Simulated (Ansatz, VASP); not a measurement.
# Li2ClF: VASP beside Ansatz

The input INCAR:

```
SYSTEM = Li2ClF
PREC = Accurate
ENCUT = 520
EDIFF = 1E-6
ISMEAR = 0
SIGMA = 0.01
LREAL = .False.
LASPH = .True.
NELM = 100
ALGO = Normal
ISIF = 2
LWAVE = .False.
LCHARG = .False.
GGA = PE
NBANDS = 18
```

Contents of KPOINTS:

```
regular mesh
0
Gamma
  8 8 8
  0 0 0
```

Contents of POSCAR:

```
Li2ClF
1.0
    1.6420808851      0.9480558411      5.2919320370
   -1.6420808851      0.9480558411      5.2919320370
    0.0000000000     -1.8961116822      5.2919320370
F Cl Li
1 1 2
Direct
    1.0000000000      0.0000000000      0.0000000000
    0.5000000000      0.5000000000      0.5000000000
    0.2627109633      0.2627109633      0.2627109633
    0.7372890367      0.7372890367      0.7372890367
```

Input for Ansatz:

```yaml
crystal:
  lattice:
    - [1.6420808851, 0.9480558411, 5.291932037]
    - [-1.6420808851, 0.9480558411, 5.291932037]
    - [0.0, -1.8961116822, 5.291932037]
  atoms:
    - { symbol: F, position: [1.0, 0.0, 0.0] }
    - { symbol: Cl, position: [0.5, 0.5, 0.5] }
    - { symbol: Li, position: [0.2627109633, 0.2627109633, 0.2627109633] }
    - { symbol: Li, position: [0.7372890367, 0.7372890367, 0.7372890367] }
kpoints:
  mp_grid: { grid: [8, 8, 8] }
hamiltonian:
  xc: pbe
scf:
  occupations: { method: fixed }
  n_extra_bands: 5
output:
  forces: true
  stress: true
  eigenvalues: true
```

Alike in both runs: task single point; functional PBE; k mesh 8 × 8 × 8; no spin polarisation.

|  | VASP | Ansatz |
| --- | --- | --- |
| version | VASP 6.6.1 | Ansatz 0.2.0 |
| potentials or method | VASP PAW PBE potentials, release 64 (F, Cl, Li_sv) | plane waves, PAW |
| plane-wave cutoff (eV) | 520 | 420 |
| occupations | gaussian, width 0.01 eV | fixed |
| valence electrons in the cell | 20 | 20 |

VASP gave:

| Property | Result |
| --- | --- |
| gap on the k mesh at the Fermi level (eV) | 4.89 |
| rms of the force components (eV/Å) | 0.013 |

Q: Which values does Ansatz return?

A: gap on the k mesh at the Fermi level (eV): 4.88; rms of the force components (eV/Å): 0.012.

Atom by atom the forces differ by 0.001 eV/Å (rms over components).

Noted on VASP's run: the cutoff is under 1.25 times that of the potentials, so the pressure is a little rough.
